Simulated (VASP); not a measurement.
# TiH (Fm-3m) in VASP: further runs, part 4 of 4

VASP 6.6.1.

**7. Summary**

| task | cell | gap on the mesh (eV) | pressure (GPa) |
| --- | --- | --- | --- |
| single point | a = 2.695 Å, angles 60.0°, 2 atoms | none | 59.5 |
| single point | a = 2.752 Å, angles 60.0°, 2 atoms | none | 39.6 |
| single point | a = 2.826 Å, angles 60.0°, 2 atoms | none | 19.7 |
| single point | a = 2.931 Å, angles 60.0°, 2 atoms | none | -0.2 |
| relaxation of cell and atoms | relaxed from a = 2.956 Å, angles 60.0°, 2 atoms | none | 0.0 |

Alike in all rows: level PBEsol; potentials or basis VASP PAW PBE potentials, release 64 (Ti_sv, H); no spin polarisation; k mesh 18 × 18 × 18; cutoff (eV) 500; smearing fermi-dirac 0.1 eV.

Caveats: the PAW data sets were made with another functional, which shifts forces and pressure a little; an odd number of electrons without spin polarisation forces a metal; a magnetic or distorted state may lie lower; the cell stands under pressure (at least some runs).

Total energies depend on the potentials used, so only differences within one code and one set of settings carry meaning.
